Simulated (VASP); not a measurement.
Runs of VASP 6.6.1 on BaTiO3. The structure is that of space group Pm-3m (No. 221), or close to it. The cells are those of the table. 

| cell | gap on the mesh (eV) | pressure (GPa) |
| --- | --- | --- |
| a = 4.085 Å, 5 atoms | 1.62 | -5.6 |
| a = 3.979 Å, 5 atoms | 1.78 | 7.1 |
| a = 3.924 Å, 5 atoms | 1.86 | (a) |
| a = 4.059 Å, 5 atoms | (c) | -2.9 |
| a = 3.952 Å, 5 atoms | 1.82 | 11.3 |
| a = 4.006 Å, 5 atoms | 1.74 | (b) |
| a = 4.033 Å, 5 atoms | 1.70 | 0.1 |

Alike in all rows: task single point; level PBE; potentials or basis VASP PAW PBE potentials, release 64 (Ba_sv, Ti_sv, O); no spin polarisation; k mesh 6 × 6 × 6; cutoff (eV) 520; smearing gaussian 0.01 eV.

Question: Fill in the values left out.

Answer: (a) 16.0; (b) 3.4; (c) 1.66.

Caveats: spin-orbit coupling is left out, which moves the levels of the heavy elements.

A k mesh can miss the band edges, and the runs leave out spin-orbit coupling on Ba.
